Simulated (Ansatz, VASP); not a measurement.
# Two plane-wave programs on Ge2Sb2Te

```
Ge Sb Te
1.0
     9.19506   -2.23239   -1.48569
     9.19506    2.23239   -1.48569
    -0.70555    0.00000    3.27333
Ge Sb Te
2 2 1
Direct
  0.37653 0.37653 0.57408
  0.62347 0.62347 0.42592
  0.80754 0.80754 0.90541
  0.19246 0.19246 0.09459
  0.00000 0.00000 0.00000
```

Change from the starting cell: species swapped into the Zr2AlCu2 type (C2/m, No. 12).

Alike in both runs: functional PBE; k mesh 3 × 3 × 4; occupations gaussian, width 0.2 eV; no spin polarisation.

Ansatz relaxed the structure, and its values are those at the end. VASP's run is a single point on that final structure, the one shown.

```csv
,VASP,Ansatz
version,VASP 6.6.1,Ansatz 0.2.0
potentials or method,"VASP PAW PBE potentials, release 64 (Ge_d, Sb, Te), cutoff 500 eV","scalar-relativistic, plane waves, PAW"
valence electrons in the cell,44,74
```

|  | VASP | Ansatz | Ansatz less VASP |
| --- | --- | --- | --- |
| gap on the k mesh at the Fermi level (eV) | none | none | - |
| pressure (GPa) | -0.1 | 0.0 | +0.08 |
| rms of the force components (eV/Å) | 0.030 | 0.029 | -0.0015 |

A gap of «none» marks a metal or a gap that the smearing closes. With one functional, cell and mesh, what is left measures potentials, basis and numerics. VASP's potentials hold 44 valence electrons a cell and Ansatz's 74, so a difference there can come from the potentials and not from the codes.

The k mesh is coarse, so the values compare programs but aren't converged. Neither program's run includes spin-orbit coupling.
